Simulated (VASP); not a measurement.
**Hf4N: relaxation of cell and atoms with PBE**

The system is Hf4N.

```
CELL_PARAMETERS angstrom
-2.76582 2.76582 2.76582
2.76582 -2.76582 2.76582
2.76582 2.76582 -2.76582
ATOMIC_POSITIONS crystal
Hf 0.50000 0.50000 0.50000
Hf 0.50000 0.00000 0.00000
Hf 0.00000 0.00000 0.50000
Hf 0.00000 0.50000 0.00000
N 0.00000 0.00000 0.00000
```

```
Program                : VASP 6.6.1
Task                   : relaxation of cell and atoms
Functional             : PBE
Potentials or basis    : VASP PAW PBE potentials, release 64 (Hf_pv, N)
Cutoff                 : 600 eV
k mesh                 : 4 × 4 × 4
Occupations            : gaussian, width 0.1 eV
Spin                   : no spin polarisation
Dipole correction      : no
Further INCAR settings : ALGO = Normal; EDIFF = 1e-06; IBRION = 2; EDIFFG = -0.04; NSW = 90; ISIF = 3
```

The relaxed volume is 18.57 Å³/atom. The relaxed cell is a = 4.941 Å, b = 4.941 Å, c = 4.941 Å, α = 109.47°, β = 109.47°, γ = 109.47° and the space group after relaxing (to 0.05 Å) is Im-3m (No. 229). The energy gained by relaxing is 57.8 meV/atom, the ionic steps are 3 and the pressure after relaxing is -0.2 GPa.

Step by step:
| step | energy change (eV) | largest force (eV/Å) | pressure (GPa) | volume (Å³) |
| --- | --- | --- | --- | --- |
| 1 | 0.0000 | 0.0000 | 12.34 | 84.63 |
| 2 | -0.0333 | 0.0000 | -8.61 | 101.63 |
| 3 | -0.2892 | 0.0000 | -0.16 | 92.87 |

Final structure:
```xyz
5
Lattice="-2.8528 2.8528 2.8528 2.8528 -2.8528 2.8528 2.8528 2.8528 -2.8528" Properties=species:S:1:pos:R:3 pbc="T T T"
Hf    1.4264    1.4264    1.4264
Hf   -1.4264    1.4264    1.4264
Hf    1.4264    1.4264   -1.4264
Hf    1.4264   -1.4264    1.4264
N     0.0000    0.0000    0.0000
```

Levels at points of the mesh, in eV from the Fermi level:
| k point | band 20 | band 21 | band 22 | band 23 | band 24 | band 25 | band 26 | band 27 |
| --- | --- | --- | --- | --- | --- | --- | --- | --- |
| (0.00, 0.00, 0.00) | -1.84 | -1.84 | -0.92 | -0.92 | -0.92 | 2.54 | 3.46 | 3.46 |
| (0.50, 0.00, 0.00) | -1.03 | -0.58 | 0.05 | 0.08 | 0.77 | 1.57 | 2.14 | 2.21 |
| (0.50, 0.50, 0.50) | -0.82 | -0.82 | -0.82 | -0.13 | -0.13 | 1.15 | 1.15 | 1.15 |

It took 41 s on 1 thread of Intel(R) Xeon(R) 6975P-C (Granite Rapids), on a shared host, peak memory 0.25 GiB.

Caveat: the k points lie up to 0.39 Å⁻¹ apart in the final cell; spin-orbit coupling is left out, which moves the levels of the heavy elements.
